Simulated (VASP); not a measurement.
Here is a VASP 6.6.1 calculation.

Contents of INCAR:

```
PREC = Accurate ; ENCUT = 520
EDIFF = 1E-6 ; ISMEAR = 1
SIGMA = 0.336 ; LREAL = F
LASPH = T ; NELM = 80
ALGO = Normal ; ISIF = 2
LWAVE = F ; LCHARG = F
GGA = PS ; NBANDS = 16
```

File KPOINTS:

```
regular mesh
0
Gamma
  6 6 6
```

The input POSCAR:

```
Mg2NCl
1.0
    1.6466125277      0.9506721861      5.9379615109
   -1.6466125277      0.9506721861      5.9379615109
    0.0000000000     -1.9013443722      5.9379615109
Mg N Cl
2 1 1
Direct
    0.2229104120      0.2229104120      0.2229104120
    0.7770895880      0.7770895880      0.7770895880
    0.5000000000      0.5000000000      0.5000000000
    0.0000000000      0.0000000000      0.0000000000
```

Potentials or basis: VASP PAW PBE potentials, release 64 (Mg, N, Cl).

Command:

```sh
$ cat potpaw_PBE.64/Mg/POTCAR potpaw_PBE.64/N/POTCAR potpaw_PBE.64/Cl/POTCAR > POTCAR
$ mpirun -np 1 vasp_std > vasp.out
```

Task: What does it give for the band gap on the k mesh?

Result: 2.34 eV.

Task: Estimate the pressure.

Result: -0.6 GPa.

Stress tensor (GPa, compression positive):
```
-0.63  0.00  0.00
 0.00 -0.63  0.00
 0.00  0.00 -0.39
```

Caveat: the PAW data sets were made with another functional, which shifts forces and pressure a little.
